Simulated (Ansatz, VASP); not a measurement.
**BeGa3: VASP beside Ansatz**

File INCAR:

```
SYSTEM = BeGa3
ALGO = Normal
EDIFF = 1E-6
ENCUT = 600
GGA = PE
GGA_COMPAT = .False.
ISIF = 2
ISMEAR = 0
LASPH = .True.
LCHARG = .True.
LELF = .True.
LREAL = .False.
LVHAR = .True.
LWAVE = .False.
NBANDS = 28
NELM = 120
PREC = Accurate
SIGMA = 0.1
```

Contents of KPOINTS:

```
k-points
0
Gamma
  2 2 2
  0 0 0
```

File POSCAR:

```
BeGa3
1.0
   -2.0436200000      2.0436200000      3.7906850000
    2.0436200000     -2.0436200000      3.7906850000
    2.0436200000      2.0436200000     -3.7906850000
Be Ga
1 3
Direct
    0.0000000000      0.0000000000      0.0000000000
    0.7500000000      0.2500000000      0.5000000000
    0.2500000000      0.7500000000      0.5000000000
    0.5000000000      0.5000000000      0.0000000000
```

Input for Ansatz:

```yaml
crystal:
  lattice:
    - [-2.04362, 2.04362, 3.790685]
    - [2.04362, -2.04362, 3.790685]
    - [2.04362, 2.04362, -3.790685]
  atoms:
    - { symbol: Be, position: [0.0, 0.0, 0.0] }
    - { symbol: Ga, position: [0.75, 0.25, 0.5] }
    - { symbol: Ga, position: [0.25, 0.75, 0.5] }
    - { symbol: Ga, position: [0.5, 0.5, 0.0] }
basis:
  ecutwfc: 420
kpoints:
  mp_grid: { grid: [2, 2, 2] }
hamiltonian:
  xc: pbe
scf:
  occupations: { method: gaussian, width: 0.1 }
  max_iter: 80
  convergence: { dr2_threshold: "1e-5 eV" }
output:
  forces: true
  stress: true
  eigenvalues: true
```

Alike in both runs: task single point; functional PBE; k mesh 2 × 2 × 2; occupations gaussian, width 0.1 eV; no spin polarisation.

|  | VASP | Ansatz |
| --- | --- | --- |
| version | VASP 6.6.1 | Ansatz 0.2.0 |
| potentials or method | VASP PAW PBE potentials, release 64 (Be, Ga_d), cutoff 600 eV | scalar-relativistic, plane waves, PAW |
| valence electrons in the cell | 41 | 41 |

Ansatz gave:

| Item | Value |
| --- | --- |
| gap on the k mesh at the Fermi level (eV) | none |
| pressure (GPa) | 3.4 |
| traceless stress, the component that is largest in VASP (GPa) | 14.34 |

Question: Estimate VASP's values.

Answer: gap on the k mesh at the Fermi level (eV): none; pressure (GPa): 3.5; traceless stress, the component that is largest in VASP (GPa): 14.35.

A gap of «none» marks a metal or a gap that the smearing closes. Ansatz's warnings: force scf threshold loose, stress scf threshold loose.

The k mesh is coarse, so the values compare programs but aren't converged.
